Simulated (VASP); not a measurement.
Crystal: Co.

```xyz
2
Lattice="2.5071 0.0000 0.0000 -1.2535 2.1712 0.0000 0.0000 0.0000 4.0686" Properties=species:S:1:pos:R:3 pbc="T T T"
Co    0.0000    1.4475    1.0171
Co    1.2535    0.7237    3.0514
```

| Item | Value |
| --- | --- |
| Program | VASP 6.6.1 |
| Task | relaxation of cell and atoms |
| Functional | PBEsol |
| Potentials or basis | VASP PAW PBE potentials, release 64 (Co) |
| Cutoff | 600 eV |
| k mesh | 14 × 14 × 8 |
| Occupations | fermi-dirac, width 0.1 eV |
| Spin | no spin polarisation |

At the start: pressure -24.2 GPa; volume 11.07 Å³/atom.

Task: Where does the relaxation end?

Result: Over 9 steps the energy falls by 100.1 meV/atom and the volume is 9.89 Å³/atom (-10.7 %); space group P6_3/mmc (No. 194, to 0.1 Å) before and after.

The path:
| step | energy change (eV) | largest force (eV/Å) | pressure (GPa) | volume (Å³) |
| --- | --- | --- | --- | --- |
| 1 | 0.0000 | 0.0000 | -24.25 | 22.15 |
| 2 | 0.1914 | 0.0000 | 55.40 | 17.20 |
| 3 | -0.1997 | 0.0000 | -1.02 | 19.86 |
| 4 | -0.2000 | 0.0000 | -0.18 | 19.80 |
| 5 | -0.1999 | 0.0000 | 0.47 | 19.76 |
| 6 | -0.2001 | 0.0000 | -0.57 | 19.83 |
| 7 | -0.2001 | 0.0000 | -0.26 | 19.81 |
| 8 | -0.2002 | 0.0000 | 0.10 | 19.78 |
| 9 | -0.2002 | 0.0000 | 0.02 | 19.79 |

Final structure:
```yaml
crystal:
  lattice:
    - [2.42060, 0.00000, 0.00000]
    - [-1.21030, 2.09630, 0.00000]
    - [0.00000, 0.00000, 3.89963]
  atoms:
    - { symbol: Co, position: [0.33333, 0.66667, 0.25000] }
    - { symbol: Co, position: [0.66667, 0.33333, 0.75000] }
```

Caveat: the PAW data sets were made with another functional, which shifts forces and pressure a little; the run has no spin polarisation, though such a crystal can be magnetic.
